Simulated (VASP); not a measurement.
# MoH5 (P4mm) in VASP: relaxation of cell and atoms with PBE

Aim: the relaxation of cell and atoms of MoH5 with PBE.

Program: VASP 6.6.1. These are calculated values, not measurements. Logs are shortened: lines on timing, memory, paths and dates and some standing lists are left out, and cuts for length are marked.

## Step 1: The cell of the first run

Symmetry: P4mm, No. 99, tetragonal system. The conventional cell has a = 3.707 Å, b = 3.707 Å, c = 4.971 Å, α = 90.00°, β = 90.00°, γ = 90.00°. H (site symmetry m) has 1 H at 1.12 Å within 1.5 Å. H (site symmetry 4mm) has 1 Mo at 1.95 Å and 8 H at 2.15 Å within 2.6 Å. Within 2.6 Å of Mo (site symmetry 4mm) lie 1 H at 1.95 Å.

The cell was built from a structure type or drawn by symmetry, and may not be a known phase.

## Step 2: Relaxation of cell and atoms, PBE

INCAR

```
SYSTEM = MoH5
PREC = Accurate
ENCUT = 910
EDIFF = 1E-7
ISMEAR = 0
SIGMA = 0.1
LREAL = .FALSE.
LASPH = .TRUE.
NELM = 120
ALGO = Normal
ISIF = 3
LWAVE = .FALSE.
LCHARG = .FALSE.
GGA = PE
IBRION = 2
NSW = 90
EDIFFG = -0.04
GGA_COMPAT = .FALSE.
NELMIN = 4
```

KPOINTS

```
Automatic mesh
0
G
  6 6 4
  0 0 0
```

POSCAR

```
MoH5
1.0
    3.7067389000      0.0000000000      0.0000000000
    0.0000000000      3.7067389000      0.0000000000
    0.0000000000      0.0000000000      4.9712583400
H Mo
5 1
Direct
    0.3489060900      0.0000000000      0.5454677300
    0.6510939100      0.0000000000      0.5454677300
    0.0000000000      0.3489060900      0.5454677300
    0.0000000000      0.6510939100      0.5454677300
    0.5000000000      0.5000000000      0.7357092000
    0.5000000000      0.5000000000      0.1278882800
```

Potentials or basis: VASP PAW PBE potentials, release 64 (H_h, Mo_sv).

Launch:

```console
cat potpaw_PBE.64/H_h/POTCAR potpaw_PBE.64/Mo_sv/POTCAR > POTCAR
mpirun -np 1 vasp_std > vasp.out
```

OUTCAR:

```text
SYSTEM = MoH5
   PREC = Accurate
   ENCUT = 910
   EDIFF = 1E-7
   ISMEAR = 0
   LREAL = .FALSE.
   LASPH = .TRUE.
   NELM = 120
   ISIF = 3
   GGA = PE
   IBRION = 2
   NSW = 90
   EDIFFG = -0.04
   NELMIN = 4

 ion  position               nearest neighbor table
   1  0.349  0.000  0.545-
   2  0.651  0.000  0.545-
   3  0.000  0.349  0.545-
   4  0.000  0.651  0.545-
   5  0.500  0.500  0.736-   6 1.95
   6  0.500  0.500  0.128-   5 1.95

  LATTYP: Found a simple tetragonal cell.
 ALAT       =     3.7067389000
 C/A-ratio  =     1.3411406830

  Lattice vectors:

 A1 = (   3.7067389000,   0.0000000000,   0.0000000000)
 A2 = (   0.0000000000,   3.7067389000,   0.0000000000)
 A3 = (   0.0000000000,   0.0000000000,   4.9712583400)

Analysis of symmetry for initial positions (statically):
=====================================================================
 Subroutine PRICEL returns:
 Original cell was already a primitive cell.

 Routine SETGRP: Setting up the symmetry group for a
 simple tetragonal supercell.

 Subroutine GETGRP returns: Found  8 space group operations
 (whereof  8 operations were pure point group operations)
 out of a pool of 16 trial point group operations.

The static configuration has the point symmetry C_4v.

Analysis of symmetry for dynamics (positions and initial velocities):
=====================================================================
 Subroutine PRICEL returns:
 Original cell was already a primitive cell.

 Routine SETGRP: Setting up the symmetry group for a
 simple tetragonal supercell.

 Subroutine GETGRP returns: Found  8 space group operations
 (whereof  8 operations were pure point group operations)
 out of a pool of 16 trial point group operations.

The dynamic configuration has the point symmetry C_4v.

 Subroutine INISYM returns: Found  8 space group operations
 (whereof  8 operations are pure point group operations),
 and found     1 'primitive' translations

----------------------------------------------------------------------------------------

                                     Primitive cell

  volume of cell :      68.3047

  direct lattice vectors                    reciprocal lattice vectors
     3.706738900  0.000000000  0.000000000     0.269778915  0.000000000  0.000000000
     0.000000000  3.706738900  0.000000000     0.000000000  0.269778915  0.000000000
     0.000000000  0.000000000  4.971258340     0.000000000  0.000000000  0.201156313

  length of vectors
     3.706738900  3.706738900  4.971258340     0.269778915  0.269778915  0.201156313

  position of ions in fractional coordinates (direct lattice)
     0.348906090  0.000000000  0.545467730
     0.651093910  0.000000000  0.545467730
     0.000000000  0.348906090  0.545467730
     0.000000000  0.651093910  0.545467730
     0.500000000  0.500000000  0.735709200
     0.500000000  0.500000000  0.127888280

  ion indices of the primitive-cell ions
   primitive index   ion index
                 1           1
                 2           2
                 3           3
                 4           4
                 5           5
                 6           6

----------------------------------------------------------------------------------------

 KPOINTS: Automatic mesh

Automatic generation of k-mesh.
 Grid dimensions read from file:
 generate k-points for:    6    6    4

 Generating k-lattice:

  Cartesian coordinates                     Fractional coordinates (reciprocal lattice)
     0.044963153  0.000000000  0.000000000     0.166666667  0.000000000  0.000000000
     0.000000000  0.044963153  0.000000000     0.000000000  0.166666667  0.000000000
     0.000000000  0.000000000  0.050289078     0.000000000  0.000000000  0.250000000

  Length of vectors
     0.044963153  0.044963153  0.050289078

  Shift w.r.t. Gamma in fractional coordinates (k-lattice)
     0.000000000  0.000000000  0.000000000

 Subroutine IBZKPT returns following result:
 ===========================================

 Found     30 irreducible k-points:

 Following reciprocal coordinates:
            Coordinates               Weight
  0.000000  0.000000  0.000000      1.000000
  0.166667  0.000000  0.000000      4.000000
  0.333333  0.000000  0.000000      4.000000
  0.500000  0.000000  0.000000      2.000000
  0.166667  0.166667  0.000000      4.000000
  0.333333  0.166667  0.000000      8.000000
[... 16 lines left out ...]
  0.333333  0.000000  0.500000      4.000000
  0.500000  0.000000  0.500000      2.000000
 [... further k-points ...]
   k-points           NKPTS =     30   k-points in BZ     NKDIM =     30   number of bands    NBANDS=     13
   number of dos      NEDOS =    301   number of ions     NIONS =      6
   total plane-waves  NPLWV =  64800
   dimension x,y,z NGX =    36 NGY =   36 NGZ =   50
   dimension x,y,z NGXF=    72 NGYF=   72 NGZF=  100
   ions per type =               5   1
   NGX,Y,Z   is equivalent  to a cutoff of  16.15, 16.15, 16.72 a.u.
   NGXF,Y,Z  is equivalent  to a cutoff of  32.29, 32.29, 33.44 a.u.
 SYSTEM =  MoH5
   PREC   = accura    normal or accurate (medium, high low for compatibility)
   ISTART =      0    job   : 0-new  1-cont  2-samecut
   ICHARG =      2    charge: 1-file 2-atom 10-const
   ISPIN  =      1    spin polarized calculation?
   LNONCOLLINEAR =      F non collinear calculations
   LSORBIT =      F    spin-orbit coupling
   LASPH  =      T    aspherical Exc in radial PAW
   ENCUT  =  910.0 eV  66.88 Ry    8.18 a.u.   9.12  9.12 12.23*2*pi/ulx,y,z
   NELM   =    120;   NELMIN=  4; NELMDL= -5     # of ELM steps
   EDIFF  = 0.1E-06   stopping-criterion for ELM
   LREAL  =      F    real-space projection
   EDIFFG = -.4E-01   stopping-criterion for IOM
   NSW    =     90    number of steps for IOM
   IBRION =      2    ionic relax: 0-MD 1-quasi-New 2-CG
   NFREE  =      1    steps in history (QN), initial steepest desc. (CG)
   ISIF   =      3    stress and relaxation
   ISYM   =      2    0-nonsym 1-usesym 2-fastsym
   POTIM  = 0.5000    time-step for ionic-motion
   TEBEG  =    0.0;   TEEND  =   0.0 temperature during run
   PSTRESS=    0.0 pullay stress
   NELECT =      19.0000    total number of electrons
   NUPDOWN=      -1.0000    fix difference up-down
   EMIN   =  10.00;   EMAX   =-10.00  energy-range for DOS
   EFERMI =   0.00;   METHOD = LEGACY
   ISMEAR =     0;   SIGMA  =   0.10  broadening in eV -4-tet -1-fermi 0-gaus
   EFERMI_NEDOS =   21; number of points for ismear=-14 and -15
   IALGO  =     38    algorithm
   IMIX   =      4    mixing-type and parameters
     AMIX     =   0.40;   BMIX     =  1.00
     AMIX_MAG =   1.60;   BMIX_MAG =  1.00
  volume/ion in A,a.u.               =      11.38        76.82
  Fermi-wavevector in a.u.,A,eV,Ry     =   1.068667  2.019489 15.538536  1.142050
  Thomas-Fermi vector in A             =   2.204323
   LORBIT       =      0    0 simple, 1 ext, 2 COOP (PROOUT), +10 PAW based schemes
   GGA     = PE    functional components
   LHFCALC =     F    Hartree Fock is set to
   AEXX    =    0.0000 exact exchange contribution
   IVDW    =     0    specifies the selected vdW correction
   LEPSILON=     F    determine dielectric tensor
   LRPA    =     F    only Hartree local field effects (RPA)
 conjugate gradient relaxation of ions
 non-spin polarized calculation
 Gauss-broadening in eV      SIGMA  =   0.10
  energy-cutoff  :      910.00
  volume of cell :       68.30
 maximum number of plane-waves:      4288
   NGX = 19   NGY = 19   NGZ = 25

--------------------------------------- Ionic step        1  -------------------------------------------

 number of electron      19.0000001 magnetization

 Free energy of the ion-electron system (eV)
  ---------------------------------------------------
  ext. energy  EPLUGINS =         0.00000000
  ---------------------------------------------------
  free energy    TOTEN  =       -18.85635355 eV

  energy without entropy =      -18.82353827  energy(sigma->0) =      -18.83994591

------------------------ aborting loop because EDIFF is reached ----------------------------------------

  FORCE on cell =-STRESS in cart. coord.  units (eV):
  Direction    XX          YY          ZZ          XY          YZ          ZX
  --------------------------------------------------------------------------------------
  -------------------------------------------------------------------------------------
  Total       -8.1344794     -8.1344794     -6.6512251      0.0000000     -0.0000000      0.0000000
  in kB     -190.8051184   -190.8051184   -156.0134007      0.0000000     -0.0000000      0.0000000
  external PRESSURE =    -179.2078791 kB  Pullay stress =       0.0000000 kB
[... 875 lines left out ...]
 k-point    24 :       0.5000    0.0000    0.5000
  band No.  band energies     occupation
      1     -56.8467      2.00000
      2     -31.5567      2.00000
      3     -31.0238      2.00000
      4     -30.3398      2.00000
      5      -5.0220      2.00000
      6      -3.7928      2.00000
      7       0.5952      2.00000
      8       1.3869      2.00000
      9       1.7231      2.00000
     10       4.8835      0.00000
     11       5.5779      0.00000
     12       6.3426      0.00000
     13       8.3726      0.00000

 [... further k-points ...]

[... ionic steps 4 to 32 ...]

--------------------------------------- Ionic step       33  -------------------------------------------

 number of electron      19.0000002 magnetization

------------------------ aborting loop because EDIFF is reached ----------------------------------------

  FORCE on cell =-STRESS in cart. coord.  units (eV):
  Direction    XX          YY          ZZ          XY          YZ          ZX
  --------------------------------------------------------------------------------------
  -------------------------------------------------------------------------------------
  Total        0.1339112      0.1339112      0.1969597      0.0000000     -0.0000000     -0.0000000
  in kB        4.2451430      4.2451430      6.2438545      0.0000000     -0.0000000     -0.0000000
  external PRESSURE =       4.9113802 kB  Pullay stress =       0.0000000 kB
[... 65 lines left out ...]
  energy  without entropy=      -23.6070705313  energy(sigma->0) =      -23.62086085

--------------------------------------- Ionic step       35  -------------------------------------------

 number of electron      19.0000002 magnetization

 Free energy of the ion-electron system (eV)
  ---------------------------------------------------
  ext. energy  EPLUGINS =         0.00000000
  ---------------------------------------------------
  free energy    TOTEN  =       -23.63500351 eV

  energy without entropy =      -23.60733359  energy(sigma->0) =      -23.62116855

 E-fermi :   2.0818     XC(G=0):  -9.1847

 val. band max:        2.0772262805   @ k =   0.5000   0.3333   0.2500
 cond. band min:       2.0873725217   @ k =   0.3333   0.3333   0.5000
 fundamental gap:      0.0101462413
 Fermi energy:         2.0818102143

 k-point     1 :       0.0000    0.0000    0.0000
  band No.  band energies     occupation
      1     -58.4128      2.00000
      2     -32.5430      2.00000
      3     -31.9819      2.00000
      4     -31.9819      2.00000
      5      -9.2943      2.00000
      6      -2.1906      2.00000
      7      -1.2993      2.00000
      8      -0.4457      2.00000
      9       2.0672      1.16411
     10       2.2607      0.01141
     11       4.3288      0.00000
     12       4.3288      0.00000
[... 402 lines left out ...]
  FREE ENERGIE OF THE ION-ELECTRON SYSTEM (eV)
  ---------------------------------------------------
  free  energy   TOTEN  =       -23.6350035070 eV

  energy  without entropy=      -23.6073335924  energy(sigma->0) =      -23.62116855

 reached required accuracy - stopping structural energy minimisation
```

It took 9.1 min on 1 thread of Intel Xeon 6975P-C (Granite Rapids), shared host; peak memory 0.31 GiB.

What came out:

```yaml
Free_energy: -23.6350 eV
Relaxed_volume: 8.45 Å³/atom
Relaxed_cell: a = 2.744 Å, b = 2.744 Å, c = 6.731 Å, α = 90.00°, β = 90.00°, γ = 90.00°
Space_group_after_relaxing_to_0.1_Å: P4mm (No. 99)
Pressure_after_relaxing: 0.3 GPa
Largest_force_after_relaxing: 0.035 eV/Å
Band_gap_on_the_k_mesh: zero (an odd number of electrons rules out a gap without spin polarisation)
```

Forces on the atoms (eV/Å):
```
H    0.029  0.000  0.000
H   -0.029  0.000  0.000
H    0.000  0.029  0.000
H    0.000 -0.029  0.000
H    0.000  0.000 -0.033
Mo   0.000  0.000  0.035
```

Final structure:
```
CELL_PARAMETERS angstrom
2.74438 0.00000 0.00000
0.00000 2.74438 0.00000
0.00000 0.00000 6.73092
ATOMIC_POSITIONS crystal
H 0.36634 0.00000 0.52878
H 0.63366 0.00000 0.52878
H 0.00000 0.36634 0.52878
H 0.00000 0.63366 0.52878
H 0.50000 0.50000 0.84143
Mo 0.50000 0.50000 0.08892
```

Levels at points of the mesh, in eV from the Fermi level:
| k point | band 5 | band 6 | band 7 | band 8 | band 9 | band 10 | band 11 | band 12 | band 13 |
| --- | --- | --- | --- | --- | --- | --- | --- | --- | --- |
| (0.00, 0.00, 0.00) | -11.38 | -4.27 | -3.38 | -2.53 | -0.01 | 0.18 | 2.25 | 2.25 | 3.68 |
| (0.50, 0.00, 0.00) | -7.67 | -6.55 | -2.42 | -1.92 | -1.74 | 1.32 | 2.38 | 2.64 | 3.33 |
| (0.50, 0.50, 0.00) | -5.26 | -5.26 | -3.10 | -1.65 | -0.64 | -0.64 | 1.09 | 5.28 | 5.39 |
| (0.00, 0.00, 0.50) | -11.35 | -4.64 | -3.30 | -2.53 | -0.02 | 1.23 | 2.24 | 2.24 | 3.68 |
| (0.50, 0.00, 0.50) | -7.68 | -6.49 | -2.66 | -1.94 | -1.63 | 1.32 | 2.11 | 2.64 | 4.13 |
| (0.50, 0.50, 0.50) | -5.27 | -5.27 | -3.10 | -1.60 | -0.59 | -0.59 | 1.05 | 4.51 | 5.39 |

Caveat: the volume moved by over 15 % at a fixed basis, so the end points are rough.
